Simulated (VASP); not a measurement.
A run of VASP 6.6.1:

File INCAR:

```
  PREC = Accurate
  ENCUT = 520
  EDIFF = 1E-6
  ISMEAR = 0
  SIGMA = 0.1
  LREAL = False
  LASPH = True
  NELM = 150
  ALGO = Normal
  ISIF = 2
  LWAVE = False
  LCHARG = False
  ISPIN = 2
  MAGMOM = 1 1 0 0 0 0
  LORBIT = 11
  LMAXMIX = 4
  LDIPOL = True
  IDIPOL = 3
  DIPOL = 0.5 0.5 0.284
  GGA = PE
  IVDW = 12
  NBANDS = 39
```

The input KPOINTS:

```
Automatic mesh
0
Gamma
  6 6 1
```

The input POSCAR:

```
MoAsI
1.0
    3.4428276428      0.0000003062      0.0000000000
   -1.7214140866      2.9815760464      0.0000000000
    0.0000000000      0.0000000000     43.9717600000
Mo As I
2 2 2
Direct
    0.0000000000      0.0000000000      0.2204630066
    0.0000000000      0.0000000000      0.3480837152
    0.6666666667      0.3333333333      0.2551352704
    0.6666666667      0.3333333333      0.3134114514
    0.6666666667      0.3333333333      0.1745264273
    0.6666666667      0.3333333333      0.3940202945
```

Potentials or basis: VASP PAW PBE potentials, release 64 (Mo_sv, As, I).

Command:

```console
$ cat potpaw_PBE.64/Mo_sv/POTCAR potpaw_PBE.64/As/POTCAR potpaw_PBE.64/I/POTCAR > POTCAR
$ mpirun -np 1 vasp_std > vasp.out
```

Hardware: 1 thread of Intel(R) Xeon(R) Platinum 8559C (Emerald Rapids), on a shared host.

**Question.** Estimate the wall time of this run.

**Answer.** Run time: 9.4 min on 1 thread of Intel(R) Xeon(R) Platinum 8559C (Emerald Rapids) (shared host), peak memory 0.87 GiB. Counts: scf iterations 34, k points 7.
